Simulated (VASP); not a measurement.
# Al (Im-3m) in VASP: further runs, part 2 of 2

VASP 6.6.1. Earlier steps stand in the parts before.

## 4. Relaxation of cell and atoms, B3LYP

Contents of POSCAR:

```
Al
1.0
   -1.5912186900      1.5912186900      1.5912186900
    1.5912186900     -1.5912186900      1.5912186900
    1.5912186900      1.5912186900     -1.5912186900
Al
1
Direct
    0.0000000000      0.0000000000      0.0000000000
```

Contents of INCAR.step1:

```
PREC = Accurate
ENCUT = 600
EDIFF = 1E-5
ISMEAR = -1
SIGMA = 0.05
LREAL = F
LASPH = T
NELM = 60
ALGO = Normal
LWAVE = T
LCHARG = F
GGA = PE
NBANDS = 8
```

Contents of INCAR.step2:

```
PREC = Accurate
ENCUT = 600
EDIFF = 1E-6
ISMEAR = -1
SIGMA = 0.05
LREAL = F
LASPH = T
NELM = 60
ALGO = Normal
ISIF = 3
LWAVE = F
LCHARG = F
GGA = B3
LHFCALC = T
AEXX = 0.2
AGGAX = 0.72
AGGAC = 0.81
ALDAC = 0.19
PRECFOCK = Normal
IBRION = 2
NSW = 60
EDIFFG = -0.01
ISTART = 1
```

Contents of KPOINTS:

```
regular mesh
0
Gamma
  6 6 6
```

Potentials or basis: VASP PAW PBE potentials, release 64 (Al).

Launch:

```bash
$ cat potpaw_PBE.64/Al/POTCAR > POTCAR
$ cp INCAR.step1 INCAR
$ mpirun -np 1 vasp_std > vasp.out
$ cp INCAR.step2 INCAR
$ mpirun -np 1 vasp_std > vasp.out
```

OUTCAR:

```text
PREC = Accurate
   ENCUT = 600
   EDIFF = 1E-6
   ISMEAR = -1
   LREAL = F
   LASPH = T
   NELM = 60
   ISIF = 3
   GGA = B3
   LHFCALC = T
   AEXX = 0.2
   PRECFOCK = Normal
   IBRION = 2
   NSW = 60
   EDIFFG = -0.01
   ISTART = 1

 ion  position               nearest neighbor table
   1  0.000  0.000  0.000-

  LATTYP: Found a body centered cubic cell.
 ALAT       =     3.1824373800

  Lattice vectors:

 A1 = (  -1.5912186900,   1.5912186900,   1.5912186900)
 A2 = (   1.5912186900,  -1.5912186900,   1.5912186900)
 A3 = (   1.5912186900,   1.5912186900,  -1.5912186900)

Analysis of symmetry for initial positions (statically):
=====================================================================
 Subroutine PRICEL returns:
 Original cell was already a primitive cell.

 Routine SETGRP: Setting up the symmetry group for a
 body centered cubic supercell.

 Subroutine GETGRP returns: Found 48 space group operations
 (whereof 48 operations were pure point group operations)
 out of a pool of 48 trial point group operations.

The static configuration has the point symmetry O_h .

Analysis of symmetry for dynamics (positions and initial velocities):
=====================================================================
 Subroutine PRICEL returns:
 Original cell was already a primitive cell.

 Routine SETGRP: Setting up the symmetry group for a
 body centered cubic supercell.

 Subroutine GETGRP returns: Found 48 space group operations
 (whereof 48 operations were pure point group operations)
 out of a pool of 48 trial point group operations.

The dynamic configuration has the point symmetry O_h .

 Subroutine INISYM returns: Found 48 space group operations
 (whereof 48 operations are pure point group operations),
 and found     1 'primitive' translations

----------------------------------------------------------------------------------------

                                     Primitive cell

  volume of cell :      16.1157

  direct lattice vectors                    reciprocal lattice vectors
    -1.591218690  1.591218690  1.591218690     0.000000000  0.314224565  0.314224565
     1.591218690 -1.591218690  1.591218690     0.314224565  0.000000000  0.314224565
     1.591218690  1.591218690 -1.591218690     0.314224565  0.314224565  0.000000000

  length of vectors
     2.756071617  2.756071617  2.756071617     0.444380641  0.444380641  0.444380641

  position of ions in fractional coordinates (direct lattice)
     0.000000000  0.000000000  0.000000000

  ion indices of the primitive-cell ions
   primitive index   ion index
                 1           1

----------------------------------------------------------------------------------------

 KPOINTS: regular mesh

Automatic generation of k-mesh.
 Grid dimensions read from file:
 generate k-points for:    6    6    6

 Generating k-lattice:

  Cartesian coordinates                     Fractional coordinates (reciprocal lattice)
     0.000000000  0.052370761  0.052370761     0.166666667  0.000000000  0.000000000
     0.052370761  0.000000000  0.052370761     0.000000000  0.166666667  0.000000000
     0.052370761  0.052370761  0.000000000     0.000000000  0.000000000  0.166666667

  Length of vectors
     0.074063440  0.074063440  0.074063440

  Shift w.r.t. Gamma in fractional coordinates (k-lattice)
     0.000000000  0.000000000  0.000000000

 Subroutine IBZKPT returns following result:
 ===========================================

 Found     16 irreducible k-points:

 Following reciprocal coordinates:
            Coordinates               Weight
  0.000000  0.000000  0.000000      1.000000
  0.166667  0.000000  0.000000     12.000000
  0.333333  0.000000  0.000000     12.000000
  0.500000  0.000000  0.000000      6.000000
  0.166667  0.166667  0.000000     24.000000
  0.333333  0.166667  0.000000     48.000000
[... 8 lines left out ...]
  0.500000  0.500000  0.333333     12.000000
  0.500000  0.500000  0.500000      1.000000
   k-points           NKPTS =     16   k-points in BZ     NKDIM =    216   number of bands    NBANDS=      5
   number of dos      NEDOS =    301   number of ions     NIONS =      1
   total plane-waves  NPLWV =  13824
   dimension x,y,z NGX =    24 NGY =   24 NGZ =   24
   dimension x,y,z NGXF=    48 NGYF=   48 NGZF=   48
   ions per type =               1
   NGX,Y,Z   is equivalent  to a cutoff of  14.48, 14.48, 14.48 a.u.
   NGXF,Y,Z  is equivalent  to a cutoff of  28.95, 28.95, 28.95 a.u.
 SYSTEM =  unknown system
   PREC   = accura    normal or accurate (medium, high low for compatibility)
   ISTART =      1    job   : 0-new  1-cont  2-samecut
   ICHARG =      0    charge: 1-file 2-atom 10-const
   ISPIN  =      1    spin polarized calculation?
   LNONCOLLINEAR =      F non collinear calculations
   LSORBIT =      F    spin-orbit coupling
   LASPH  =      T    aspherical Exc in radial PAW
   ENCUT  =  600.0 eV  44.10 Ry    6.64 a.u.   5.50  5.50  5.50*2*pi/ulx,y,z
   NELM   =     60;   NELMIN=  2; NELMDL=  0     # of ELM steps
   EDIFF  = 0.1E-05   stopping-criterion for ELM
   LREAL  =      F    real-space projection
   EDIFFG = -.1E-01   stopping-criterion for IOM
   NSW    =     60    number of steps for IOM
   IBRION =      2    ionic relax: 0-MD 1-quasi-New 2-CG
   NFREE  =      1    steps in history (QN), initial steepest desc. (CG)
   ISIF   =      3    stress and relaxation
   ISYM   =      3    0-nonsym 1-usesym 2-fastsym
   POTIM  = 0.5000    time-step for ionic-motion
   TEBEG  =    0.0;   TEEND  =   0.0 temperature during run
   PSTRESS=    0.0 pullay stress
   NELECT =       3.0000    total number of electrons
   NUPDOWN=      -1.0000    fix difference up-down
   EMIN   =  10.00;   EMAX   =-10.00  energy-range for DOS
   EFERMI =   0.00;   METHOD = LEGACY
   ISMEAR =    -1;   SIGMA  =   0.05  broadening in eV -4-tet -1-fermi 0-gaus
   EFERMI_NEDOS =   21; number of points for ismear=-14 and -15
   IALGO  =     38    algorithm
   IMIX   =      1    mixing-type and parameters
     AMIX     =   0.40;   BMIX     =  1.00
     AMIX_MAG =   1.60;   BMIX_MAG =  1.00
  volume/ion in A,a.u.               =      16.12       108.75
  Fermi-wavevector in a.u.,A,eV,Ry     =   0.934757  1.766435 11.888371  0.873771
  Thomas-Fermi vector in A             =   2.061595
   LORBIT       =      0    0 simple, 1 ext, 2 COOP (PROOUT), +10 PAW based schemes
   GGA     = B3    functional components
   LHFCALC =     T    Hartree Fock is set to
   PRECFOCK=normal    Normal, Fast or Accurate (Low or Medium for compatibility)
   ENCUT4O =  -1.0   cutoff for four orbital integrals eV
   NKREDX  =     1    reduce k-point grid by
   NKREDY  =     1    reduce k-point grid by
   NKREDZ  =     1    reduce k-point grid by
   AEXX    =    0.2000 exact exchange contribution
   HFSCREEN=    0.0000 screening length (either q_TF or 0.3 A-1)
   HFSCREENC=   0.0000 screening length for correlation (either q_TF or 0.3 A-1)
   ENCUTFOCK=  -1.0 apply spherical cutoff to Coloumb kernel
   IVDW    =     0    specifies the selected vdW correction
   LEPSILON=     F    determine dielectric tensor
   LRPA    =     F    only Hartree local field effects (RPA)
 conjugate gradient relaxation of ions
 non-spin polarized calculation
  energy-cutoff  :      600.00
  volume of cell :       16.12
 maximum number of plane-waves:       555
 NGX is ok and might be reduce to    24
  NGX = 18; NGY = 18; NGZ = 18

--------------------------------------- Ionic step        1  -------------------------------------------

 number of electron       3.0000000 magnetization

 Free energy of the ion-electron system (eV)
  ---------------------------------------------------
  ext. energy  EPLUGINS =         0.00000000
  ---------------------------------------------------
  free energy    TOTEN  =        -3.28461166 eV

  energy without entropy =       -3.28042531  energy(sigma->0) =       -3.28251849

------------------------ aborting loop because EDIFF is reached ----------------------------------------

  FORCE on cell =-STRESS in cart. coord.  units (eV):
  Direction    XX          YY          ZZ          XY          YZ          ZX
  --------------------------------------------------------------------------------------
  -------------------------------------------------------------------------------------
  Total        0.6342604      0.6342604      0.6342604      0.0000000     -0.0000000     -0.0000000
  in kB       63.0563095     63.0563095     63.0563095      0.0000000     -0.0000000     -0.0000000
  external PRESSURE =      63.0563095 kB  Pullay stress =       0.0000000 kB
[... 55 lines left out ...]
  energy  without entropy=       -3.3061903962  energy(sigma->0) =       -3.30828537

--------------------------------------- Ionic step        3  -------------------------------------------

 number of electron       3.0000000 magnetization

 Free energy of the ion-electron system (eV)
  ---------------------------------------------------
  ext. energy  EPLUGINS =         0.00000000
  ---------------------------------------------------
  free energy    TOTEN  =        -3.31049263 eV

  energy without entropy =       -3.30630384  energy(sigma->0) =       -3.30839824

 E-fermi :   8.0076     XC(G=0):  -7.9597

 val. band max:        6.3941875695   @ k =   0.5000   0.5000   0.3333
 cond. band min:       8.1048888492   @ k =  -0.3333   0.5000   0.1667
 fundamental gap:      1.7107012798
 Fermi energy:         8.0075829479

 k-point     1 :       0.0000    0.0000    0.0000
  band No.  band energies     occupation
      1      -4.6296      2.00000
      2      21.6852      0.00000
      3      21.6852      0.00000
      4      21.6852      0.00000
      5      22.4227      0.00000

 k-point     2 :       0.1667    0.0000    0.0000
  band No.  band energies     occupation
      1      -3.7885      2.00000
      2      15.9142      0.00000
      3      18.7708      0.00000
      4      19.6472      0.00000
      5      20.7404      0.00000
[... 138 lines left out ...]
  FREE ENERGIE OF THE ION-ELECTRON SYSTEM (eV)
  ---------------------------------------------------
  free  energy   TOTEN  =        -3.3104926346 eV

  energy  without entropy=       -3.3063038376  energy(sigma->0) =       -3.30839824

 reached required accuracy - stopping structural energy minimisation
```

It took 2.9 min on 1 thread of AMD EPYC 7R13, shared host; peak memory 0.11 GiB.

Results:

```yaml
Free_energy: -3.3105 eV
Relaxed_volume: 17.54 Å³/atom
Relaxed_cell: a = 2.835 Å, b = 2.835 Å, c = 2.835 Å, α = 109.47°, β = 109.47°, γ = 109.47°
Space_group_after_relaxing_to_0.1_Å: Im-3m (No. 229)
Energy_gained_by_relaxing: 25.9 meV/atom
Ionic_steps: 3
Pressure_after_relaxing: 0.0 GPa
Band_gap_on_the_k_mesh: zero (an odd number of electrons rules out a gap without spin polarisation)
```

Step by step:
```csv
step,energy change (eV),largest force (eV/Å),pressure (GPa),volume (Å³)
1,0.0000,0.0000,6.31,16.12
2,-0.0258,0.0000,-0.34,17.64
3,-0.0259,0.0000,-0.01,17.54
```

Final structure:
```
Al
1.0
    -1.63670    1.63670    1.63670
     1.63670   -1.63670    1.63670
     1.63670    1.63670   -1.63670
Al
1
Cartesian
  0.0000 0.0000 0.0000
```

Caveat: the k points lie up to 0.45 Å⁻¹ apart in the final cell, too coarse for converged energies and pressures of a metal; the PAW data sets were made with another functional, which shifts forces and pressure a little.

## 5. The runs side by side

| level | share of exact exchange | gap on the mesh (eV) | pressure (GPa) | relaxed volume (Å³/atom) |
| --- | --- | --- | --- | --- |
| PBE0 | 0.25 | none | 0.0 | 16.74 |
| PBEsol-based global hybrid with 25 % exact exchange | 0.25 | none | 0.0 | 16.56 |
| B3LYP | 0.2 | none | 0.0 | 17.54 |

Alike in all rows: task relaxation of cell and atoms; potentials or basis VASP PAW PBE potentials, release 64 (Al); no spin polarisation; cell relaxed; k mesh 6 × 6 × 6; cutoff (eV) 600; smearing fermi-dirac 0.05 eV.

Caveats: all runs use coarse meshes; the PAW data sets were made with another functional, which shifts forces and pressure a little.

Total energies depend on the potentials used, so only differences within one code and one set of settings carry meaning.

The gap in the log of VASP goes by the Fermi energy; the results here count the filled bands.